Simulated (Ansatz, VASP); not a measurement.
# In3P2 in VASP and in Ansatz

```
CELL_PARAMETERS angstrom
3.53559 2.04128 6.10999
-3.53559 2.04128 6.10999
0.00000 -4.08255 6.10999
ATOMIC_POSITIONS crystal
In 0.04293 0.45707 0.75000
In 0.75000 0.04293 0.45707
In 0.45707 0.75000 0.04293
In 0.95707 0.54293 0.25000
In 0.25000 0.95707 0.54293
In 0.54293 0.25000 0.95707
P 0.85648 0.85648 0.85648
P 0.64352 0.64352 0.64352
P 0.14352 0.14352 0.14352
P 0.35648 0.35648 0.35648
```

Alike in both runs: functional PBE; k mesh 3 × 3 × 3; occupations gaussian, width 0.1 eV; no spin polarisation.

Ansatz relaxed the structure, and its values are those at the end. VASP's run is a single point on that final structure, the one shown.

```csv
,VASP,Ansatz
version,VASP 6.6.1,Ansatz 0.2.0
potentials or method,"VASP PAW PBE potentials, release 64 (In_d, P), cutoff 520 eV","scalar-relativistic, plane waves, PAW"
valence electrons in the cell,98,98
```

VASP gave:

```
gap on the k mesh at the Fermi level (eV) : 0.03
least direct gap on the mesh (eV)         : 0.27
pressure (GPa)                            : 0.1
rms of the force components (eV/Å)        : 0.012
```

**Question.** Which values does Ansatz return?

**Answer.** gap on the k mesh at the Fermi level (eV): 0.03; least direct gap on the mesh (eV): 0.27; pressure (GPa): 0.2; rms of the force components (eV/Å): 0.011.
